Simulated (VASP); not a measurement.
# CdSe (P6_3mc) in VASP: further runs

CdSe is run at these levels: PBE, r2SCAN; tasks: relaxation of cell and atoms, single point.

Program: VASP 6.6.1. These are calculated values, not measurements. Logs are shortened: lines on timing, memory, paths and dates and some standing lists are left out, and cuts for length are marked.

### Step 1. The cell of the first run

Symmetry: P6_3mc, No. 186, hexagonal system. Conventional cell: a = 4.383 Å, b = 4.383 Å, c = 7.154 Å, α = 90.00°, β = 90.00°, γ = 120.00°. Within 3.5 Å of Cd (site symmetry 3m) lie 4 Se at 2.68 to 2.69 Å. Within 3.5 Å of Se (site symmetry 3m) lie 4 Cd at 2.68 to 2.69 Å.

### Step 2. Relaxation of cell and atoms, PBE

The input, INCAR:

```
  ALGO = Normal
  EDIFF = 1E-6
  EDIFFG = -0.05
  ENCUT = 600
  GGA = PE
  IBRION = 2
  ISIF = 3
  ISMEAR = 0
  LASPH = True
  LCHARG = False
  LREAL = False
  LWAVE = False
  NELM = 80
  NSW = 100
  PREC = Accurate
  SIGMA = 0.02
```

The input, KPOINTS:

```
k-points
0
Gamma
  12 12 6
```

The input, POSCAR:

```
CdSe
1.0
    4.3833795273      0.0000000000      0.0000000000
   -2.1916897636      3.7961180251      0.0000000000
    0.0000000000      0.0000000000      7.1535456852
Cd Se
2 2
Direct
    0.3333333333      0.6666666667      0.0045810803
    0.6666666667      0.3333333333      0.5045810803
    0.3333333333      0.6666666667      0.3804189197
    0.6666666667      0.3333333333      0.8804189197
```

Potentials or basis: VASP PAW PBE potentials, release 64 (Cd, Se).

Run with:

```bash
cat potpaw_PBE.64/Cd/POTCAR potpaw_PBE.64/Se/POTCAR > POTCAR
mpirun -np 1 vasp_std > vasp.out
```

OUTCAR:

```text
EDIFF = 1E-6
   EDIFFG = -0.05
   ENCUT = 600
   GGA = PE
   IBRION = 2
   ISIF = 3
   ISMEAR = 0
   LASPH = True
   LREAL = False
   NELM = 80
   NSW = 100
   PREC = Accurate

 ion  position               nearest neighbor table
   1  0.333  0.667  0.005-   4 2.68   4 2.68   4 2.68   3 2.69
   2  0.667  0.333  0.505-   3 2.68   3 2.68   3 2.68   4 2.69
   3  0.333  0.667  0.380-   2 2.68   2 2.68   2 2.68   1 2.69
   4  0.667  0.333  0.880-   1 2.68   1 2.68   1 2.68   2 2.69

  LATTYP: Found a hexagonal cell.
 ALAT       =     4.3833795273
 C/A-ratio  =     1.6319704102

  Lattice vectors:

 A1 = (   4.3833795273,   0.0000000000,   0.0000000000)
 A2 = (  -2.1916897636,   3.7961180251,   0.0000000000)
 A3 = (   0.0000000000,   0.0000000000,   7.1535456852)

Analysis of symmetry for initial positions (statically):
=====================================================================
 Subroutine PRICEL returns:
 Original cell was already a primitive cell.

 Routine SETGRP: Setting up the symmetry group for a
 hexagonal supercell.

 Subroutine GETGRP returns: Found 12 space group operations
 (whereof  6 operations were pure point group operations)
 out of a pool of 24 trial point group operations.

The static configuration has the point symmetry C_3v.
 The point group associated with its full space group is C_6v.

Analysis of symmetry for dynamics (positions and initial velocities):
=====================================================================
 Subroutine PRICEL returns:
 Original cell was already a primitive cell.

 Routine SETGRP: Setting up the symmetry group for a
 hexagonal supercell.

 Subroutine GETGRP returns: Found 12 space group operations
 (whereof  6 operations were pure point group operations)
 out of a pool of 24 trial point group operations.

The dynamic configuration has the point symmetry C_3v.
 The point group associated with its full space group is C_6v.

 Subroutine INISYM returns: Found 12 space group operations
 (whereof  6 operations are pure point group operations),
 and found     1 'primitive' translations

----------------------------------------------------------------------------------------

                                     Primitive cell

  volume of cell :     119.0338

  direct lattice vectors                    reciprocal lattice vectors
     4.383379527  0.000000000  0.000000000     0.228134478  0.131713502  0.000000000
    -2.191689764  3.796118025  0.000000000     0.000000000  0.263427004  0.000000000
     0.000000000  0.000000000  7.153545685     0.000000000  0.000000000  0.139790818

  length of vectors
     4.383379527  4.383379527  7.153545685     0.263427004  0.263427004  0.139790818

  position of ions in fractional coordinates (direct lattice)
     0.333333333  0.666666667  0.004581080
     0.666666667  0.333333333  0.504581080
     0.333333333  0.666666667  0.380418920
     0.666666667  0.333333333  0.880418920

  ion indices of the primitive-cell ions
   primitive index   ion index
                 1           1
                 2           2
                 3           3
                 4           4

----------------------------------------------------------------------------------------

 KPOINTS: k-points

Automatic generation of k-mesh.
 Grid dimensions read from file:
 generate k-points for:   12   12    6

 Generating k-lattice:

  Cartesian coordinates                     Fractional coordinates (reciprocal lattice)
     0.019011206  0.010976125  0.000000000     0.083333333  0.000000000  0.000000000
     0.000000000  0.021952250  0.000000000     0.000000000  0.083333333  0.000000000
     0.000000000  0.000000000  0.023298470     0.000000000  0.000000000  0.166666667

  Length of vectors
     0.021952250  0.021952250  0.023298470

  Shift w.r.t. Gamma in fractional coordinates (k-lattice)
     0.000000000  0.000000000  0.000000000

 Subroutine IBZKPT returns following result:
 ===========================================

 Found     76 irreducible k-points:

 Following reciprocal coordinates:
            Coordinates               Weight
  0.000000  0.000000  0.000000      1.000000
  0.083333  0.000000  0.000000      6.000000
  0.166667  0.000000  0.000000      6.000000
  0.250000  0.000000  0.000000      6.000000
  0.333333  0.000000  0.000000      6.000000
  0.416667  0.000000  0.000000      6.000000
[... 16 lines left out ...]
  0.250000  0.000000  0.166667     12.000000
  0.333333  0.000000  0.166667     12.000000
 [... further k-points ...]
   k-points           NKPTS =     76   k-points in BZ     NKDIM =     76   number of bands    NBANDS=     22
   number of dos      NEDOS =    301   number of ions     NIONS =      4
   total plane-waves  NPLWV =  77760
   dimension x,y,z NGX =    36 NGY =   36 NGZ =   60
   dimension x,y,z NGXF=    72 NGYF=   72 NGZF=  120
   ions per type =               2   2
   NGX,Y,Z   is equivalent  to a cutoff of  13.65, 13.65, 13.94 a.u.
   NGXF,Y,Z  is equivalent  to a cutoff of  27.31, 27.31, 27.89 a.u.
 SYSTEM =  unknown system
   PREC   = accura    normal or accurate (medium, high low for compatibility)
   ISTART =      0    job   : 0-new  1-cont  2-samecut
   ICHARG =      2    charge: 1-file 2-atom 10-const
   ISPIN  =      1    spin polarized calculation?
   LNONCOLLINEAR =      F non collinear calculations
   LSORBIT =      F    spin-orbit coupling
   LASPH  =      T    aspherical Exc in radial PAW
   ENCUT  =  600.0 eV  44.10 Ry    6.64 a.u.   8.75  8.75 14.29*2*pi/ulx,y,z
   NELM   =     80;   NELMIN=  2; NELMDL= -5     # of ELM steps
   EDIFF  = 0.1E-05   stopping-criterion for ELM
   LREAL  =      F    real-space projection
   EDIFFG = -.5E-01   stopping-criterion for IOM
   NSW    =    100    number of steps for IOM
   IBRION =      2    ionic relax: 0-MD 1-quasi-New 2-CG
   NFREE  =      1    steps in history (QN), initial steepest desc. (CG)
   ISIF   =      3    stress and relaxation
   ISYM   =      2    0-nonsym 1-usesym 2-fastsym
   POTIM  = 0.5000    time-step for ionic-motion
   TEBEG  =    0.0;   TEEND  =   0.0 temperature during run
   PSTRESS=    0.0 pullay stress
   NELECT =      36.0000    total number of electrons
   NUPDOWN=      -1.0000    fix difference up-down
   EMIN   =  10.00;   EMAX   =-10.00  energy-range for DOS
   EFERMI =   0.00;   METHOD = LEGACY
   ISMEAR =     0;   SIGMA  =   0.02  broadening in eV -4-tet -1-fermi 0-gaus
   EFERMI_NEDOS =   21; number of points for ismear=-14 and -15
   IALGO  =     38    algorithm
   IMIX   =      4    mixing-type and parameters
     AMIX     =   0.40;   BMIX     =  1.00
     AMIX_MAG =   1.60;   BMIX_MAG =  1.00
  volume/ion in A,a.u.               =      29.76       200.82
  Fermi-wavevector in a.u.,A,eV,Ry     =   1.098885  2.076592 16.429694  1.207548
  Thomas-Fermi vector in A             =   2.235270
   LORBIT       =      0    0 simple, 1 ext, 2 COOP (PROOUT), +10 PAW based schemes
   GGA     = PE    functional components
   LHFCALC =     F    Hartree Fock is set to
   AEXX    =    0.0000 exact exchange contribution
   IVDW    =     0    specifies the selected vdW correction
   LEPSILON=     F    determine dielectric tensor
   LRPA    =     F    only Hartree local field effects (RPA)
 conjugate gradient relaxation of ions
 non-spin polarized calculation
 Gauss-broadening in eV      SIGMA  =   0.02
  energy-cutoff  :      600.00
  volume of cell :      119.03
 maximum number of plane-waves:      4020
 NGX is ok and might be reduce to    36
   NGX = 17   NGY = 17   NGZ = 29

 number of electron      36.0000009 magnetization

 Free energy of the ion-electron system (eV)
  ---------------------------------------------------
  ext. energy  EPLUGINS =         0.00000000
  ---------------------------------------------------
  free energy    TOTEN  =       -10.99503803 eV

  energy without entropy =      -10.99503803  energy(sigma->0) =      -10.99503803

 E-fermi :   0.6491     XC(G=0):  -8.6261

 val. band max:        0.5145678192   @ k =   0.0000   0.0000   0.0000
 cond. band min:       1.0561609694   @ k =   0.0000   0.0000   0.0000
 fundamental gap:      0.5415931502
 Fermi energy:         0.6491360091

 k-point     1 :       0.0000    0.0000    0.0000
  band No.  band energies     occupation
      1     -11.7855      2.00000
      2     -11.4565      2.00000
      3      -7.2418      2.00000
      4      -7.2369      2.00000
      5      -7.2369      2.00000
      6      -7.1792      2.00000
[... 14 lines left out ...]
     21       6.3677      0.00000
     22       6.3677      0.00000

 k-point     2 :       0.0833    0.0000    0.0000
  band No.  band energies     occupation
      1     -11.7664      2.00000
      2     -11.4476      2.00000
      3      -7.2366      2.00000
      4      -7.2300      2.00000
      5      -7.2209      2.00000
      6      -7.1710      2.00000
[... 14 lines left out ...]
     21       6.1297      0.00000
     22       6.4698      0.00000

 k-point     3 :       0.1667    0.0000    0.0000
  band No.  band energies     occupation
      1     -11.7132      2.00000
      2     -11.4241      2.00000
      3      -7.2199      2.00000
      4      -7.2123      2.00000
      5      -7.1767      2.00000
      6      -7.1453      2.00000
[... 14 lines left out ...]
     21       5.7595      0.00000
     22       6.7102      0.00000
[... 476 lines left out ...]
 k-point    23 :       0.2500    0.0000    0.1667
  band No.  band energies     occupation
      1     -11.6204      2.00000
      2     -11.4098      2.00000
      3      -7.1946      2.00000
      4      -7.1858      2.00000
      5      -7.1269      2.00000
      6      -7.1161      2.00000
[... 14 lines left out ...]
     21       5.6651      0.00000
     22       6.0793      0.00000

 k-point    24 :       0.3333    0.0000    0.1667
  band No.  band energies     occupation
      1     -11.5425      2.00000
      2     -11.3808      2.00000
      3      -7.1794      2.00000
      4      -7.1669      2.00000
      5      -7.0930      2.00000
      6      -7.0831      2.00000
[... 14 lines left out ...]
     21       5.6637      0.00000
     22       5.9246      0.00000

 [... further k-points ...]

------------------------ aborting loop because EDIFF is reached ----------------------------------------

  FORCE on cell =-STRESS in cart. coord.  units (eV):
  Direction    XX          YY          ZZ          XY          YZ          ZX
  --------------------------------------------------------------------------------------
  -------------------------------------------------------------------------------------
  Total        0.1500751      0.1500751      0.1556468      0.0000000      0.0000000      0.0000000
  in kB        2.0199887      2.0199887      2.0949832      0.0000000      0.0000000      0.0000000
  external PRESSURE =       2.0449869 kB  Pullay stress =       0.0000000 kB

 VOLUME and BASIS-vectors are now :
 -----------------------------------------------------------------------------
  energy-cutoff  :      600.00
  volume of cell :      119.03
      direct lattice vectors                 reciprocal lattice vectors
     4.383379527  0.000000000  0.000000000     0.228134478  0.131713502  0.000000000
    -2.191689764  3.796118025  0.000000000     0.000000000  0.263427004  0.000000000
     0.000000000  0.000000000  7.153545685     0.000000000  0.000000000  0.139790818

 POSITION                                       TOTAL-FORCE (eV/Angst)
 -----------------------------------------------------------------------------------
     -0.00000      2.53075      0.03277         0.000000      0.000000      0.001988
      2.19169      1.26537      3.60954        -0.000000      0.000000      0.001988
     -0.00000      2.53075      2.72134         0.000000      0.000000     -0.001988
      2.19169      1.26537      6.29812        -0.000000     -0.000000     -0.001988
 -----------------------------------------------------------------------------------
    total drift:                               -0.000000     -0.000000      0.000040

  FREE ENERGIE OF THE ION-ELECTRON SYSTEM (eV)
  ---------------------------------------------------
  free  energy   TOTEN  =       -10.9950380258 eV

  energy  without entropy=      -10.9950380258  energy(sigma->0) =      -10.99503803

 reached required accuracy - stopping structural energy minimisation
```

Wall time 1.7 min (1 thread of Intel Xeon 6975P-C (Granite Rapids), shared host); peak memory 0.41 GiB.

Results:

```
Free energy             : -10.9950 eV
Pressure after relaxing : 0.2 GPa
Band gap on the k mesh  : 0.54 eV
```

Final structure:
```
Cd Se
1.0
     4.38338    0.00000    0.00000
    -2.19169    3.79612    0.00000
     0.00000    0.00000    7.15355
Cd Se
2 2
Direct
  0.33333 0.66667 0.00458
  0.66667 0.33333 0.50458
  0.33333 0.66667 0.38042
  0.66667 0.33333 0.88042
```

Levels at points of the mesh, in eV from the valence-band top:
```
           k point  band 14  band 15  band 16  band 17  band 18  band 19  band 20  band 21  band 22
(0.00, 0.00, 0.00)    -0.69    -0.69    -0.04     0.00     0.00     0.54     2.14     5.85     5.85
(0.50, 0.00, 0.00)    -3.42    -2.42    -1.68    -1.20    -0.68     3.09     3.33     4.78     5.94
(0.00, 0.00, 0.50)    -2.53    -0.36    -0.36    -0.36    -0.36     2.26     2.26     5.76     5.76
(0.50, 0.00, 0.50)    -3.94    -1.24    -1.24    -1.22    -1.22     2.90     2.90     4.83     4.83
```

Caveat: semilocal functionals underestimate gaps, and a narrow one can read as zero.

### Step 3. Single point, r2SCAN

POSCAR is that of step 2.

The input, INCAR.step1:

```
PREC = Accurate ; ENCUT = 520
ISMEAR = 0 ; SIGMA = 0.02
LREAL = F ; LASPH = T
NELM = 100 ; NBANDS = 26
GGA = PE ; ALGO = Normal
EDIFF = 1E-4 ; LWAVE = T
LCHARG = F
```

The input, INCAR.step2:

```
PREC = Accurate ; ENCUT = 520
EDIFF = 1E-7 ; ISMEAR = 0
SIGMA = 0.02 ; LREAL = F
LASPH = T ; NELM = 100
ALGO = Normal ; ISIF = 2
LWAVE = F ; LCHARG = F
METAGGA = R2SCAN ; LMIXTAU = T
NBANDS = 26 ; ISTART = 1
```

The input, KPOINTS:

```
regular mesh
0
Gamma
  12 12 6
```

Potentials or basis: VASP PAW PBE potentials, release 64 (Cd, Se).

Run with:

```bash
cat potpaw_PBE.64/Cd/POTCAR potpaw_PBE.64/Se/POTCAR > POTCAR
cp INCAR.step1 INCAR
mpirun -np 1 vasp_std > vasp.out
cp INCAR.step2 INCAR
mpirun -np 1 vasp_std > vasp.out
```

It took 8.7 min on 1 thread of AMD EPYC 9R45 (Zen 5), shared host; peak memory 0.38 GiB.

The run converged. Its results:

```
Free energy            : -71.8216 eV
Pressure               : -1.3 GPa
Band gap on the k mesh : 1.02 eV
```

Levels at points of the mesh, in eV from the valence-band top:
| k point | band 16 | band 17 | band 18 | band 19 | band 20 | band 21 |
| --- | --- | --- | --- | --- | --- | --- |
| (0.00, 0.00, 0.00) | -0.04 | 0.00 | 0.00 | 1.02 | 2.60 | 6.37 |
| (0.50, 0.00, 0.00) | -1.70 | -1.21 | -0.69 | 3.55 | 3.70 | 5.10 |
| (0.00, 0.00, 0.50) | -0.36 | -0.36 | -0.36 | 2.71 | 2.71 | 6.21 |
| (0.50, 0.00, 0.50) | -1.25 | -1.23 | -1.23 | 3.30 | 3.30 | 5.25 |

Caveat: the PAW data sets were made with another functional, which shifts forces and pressure a little. A k mesh can miss the band edges.
